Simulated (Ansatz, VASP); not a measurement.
# Ca3Pb2: VASP beside Ansatz

INCAR

```
SYSTEM = Ca3Pb2
PREC = Accurate ; ENCUT = 520
EDIFF = 1E-6 ; ISMEAR = 0
SIGMA = 0.1 ; LREAL = .False.
LASPH = .True. ; NELM = 60
ALGO = Normal ; ISIF = 2
LWAVE = .False. ; LCHARG = .True.
GGA = PE ; LELF = .True.
LVHAR = .True. ; NBANDS = 37
```

Contents of KPOINTS:

```
Automatic mesh
0
Gamma
  4 4 4
  0 0 0
```

Contents of POSCAR:

```
Ca3Pb2
1.0
    5.0689488000      0.0000000000      0.0000000000
    0.0000000000      5.0689488000      0.0000000000
    0.0000000000      0.0000000000      5.0689488000
Ca Pb
3 2
Direct
    0.5000000000      0.0000000000      0.0000000000
    0.0000000000      0.5000000000      0.0000000000
    0.0000000000      0.0000000000      0.5000000000
    0.0000000000      0.0000000000      0.0000000000
    0.5000000000      0.5000000000      0.5000000000
```

Input for Ansatz:

```yaml
crystal:
  lattice:
    - [5.0689488, 0.0, 0.0]
    - [0.0, 5.0689488, 0.0]
    - [0.0, 0.0, 5.0689488]
  atoms:
    - { symbol: Ca, position: [0.5, 0.0, 0.0] }
    - { symbol: Ca, position: [0.0, 0.5, 0.0] }
    - { symbol: Ca, position: [0.0, 0.0, 0.5] }
    - { symbol: Pb, position: [0.0, 0.0, 0.0] }
    - { symbol: Pb, position: [0.5, 0.5, 0.5] }
basis:
  ecutwfc: 420
kpoints:
  mp_grid: { grid: [4, 4, 4] }
hamiltonian:
  xc: pbe
scf:
  occupations: { method: gaussian, width: 0.1 }
  lower_state_search: "off"
output:
  forces: true
  stress: true
  eigenvalues: true
```

Alike in both runs: task single point; functional PBE; k mesh 4 × 4 × 4; occupations gaussian, width 0.1 eV; no spin polarisation.

```csv
,VASP,Ansatz
version,VASP 6.6.1,Ansatz 0.2.0
potentials or method,"VASP PAW PBE potentials, release 64 (Ca_sv, Pb_d), cutoff 520 eV","scalar-relativistic, plane waves, PAW"
valence electrons in the cell,58,58
```

```csv
,VASP,Ansatz,Ansatz less VASP
gap on the k mesh at the Fermi level (eV),none,none,-
pressure (GPa),27.7,27.5,-0.22
```

A gap of «none» marks a metal or a gap that the smearing closes.

Spin-orbit coupling is off throughout.
